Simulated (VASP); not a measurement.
# Zr: relaxation of cell and atoms with PBE

The system is Zr.

```
Zr
1.0
     3.22090    0.00000    0.00000
    -1.61045    2.78938    0.00000
     0.00000    0.00000   10.40977
Zr
4
Direct
  0.00000 0.00000 0.00000
  0.00000 0.00000 0.50000
  0.33333 0.66667 0.75000
  0.66667 0.33333 0.25000
```

```json
{
  "Program": "VASP 6.6.1",
  "Task": "relaxation of cell and atoms",
  "Functional": "PBE",
  "Potentials or basis": "VASP PAW PBE potentials, release 64 (Zr_sv)",
  "Cutoff": "600 eV",
  "k mesh": "15 × 15 × 4",
  "Occupations": "gaussian, width 0.1 eV",
  "Spin": "no spin polarisation",
  "Dipole correction": "no",
  "Further INCAR settings": "ALGO = Fast; EDIFF = 1e-06; IBRION = 2; EDIFFG = -0.01; NSW = 100; ISIF = 3"
}
```

```json
{
 "Relaxed volume": "23.42 Å³/atom",
 "Relaxed cell": "a = 3.222 Å, b = 3.222 Å, c = 10.416 Å, α = 90.00°, β = 90.00°, γ = 120.00°",
 "Space group after relaxing (to 0.1 Å)": "P6_3/mmc (No. 194)",
 "Energy gained by relaxing": "0.0 meV/atom",
 "Ionic steps": "3",
 "Pressure after relaxing": "0.0 GPa",
 "Band gap on the k mesh": "zero (bands 24 and 25 overlap by 1.27 eV)"
}
```

Final structure:
```
Zr
1.0
     3.22229    0.00000    0.00000
    -1.61114    2.79058    0.00000
     0.00000    0.00000   10.41638
Zr
4
Direct
  0.00000 0.00000 0.00000
  0.00000 0.00000 0.50000
  0.33333 0.66667 0.75000
  0.66667 0.33333 0.25000
```

Levels at points of the mesh, in eV from the Fermi level:
| k point | band 21 | band 22 | band 23 | band 24 | band 25 | band 26 | band 27 | band 28 |
| --- | --- | --- | --- | --- | --- | --- | --- | --- |
| (0.00, 0.00, 0.00) | 0.02 | 0.06 | 0.75 | 0.75 | 0.86 | 0.87 | 1.01 | 1.12 |
| (0.00, 0.00, 0.50) | 0.42 | 0.42 | 0.61 | 0.61 | 0.91 | 0.91 | 0.91 | 0.94 |

Run time: 5.6 min on 1 thread of Intel(R) Xeon(R) 6975P-C (Granite Rapids), with other jobs on the host, peak memory 0.37 GiB.

Caveat: the highest band is partly filled, so the run has too few bands.
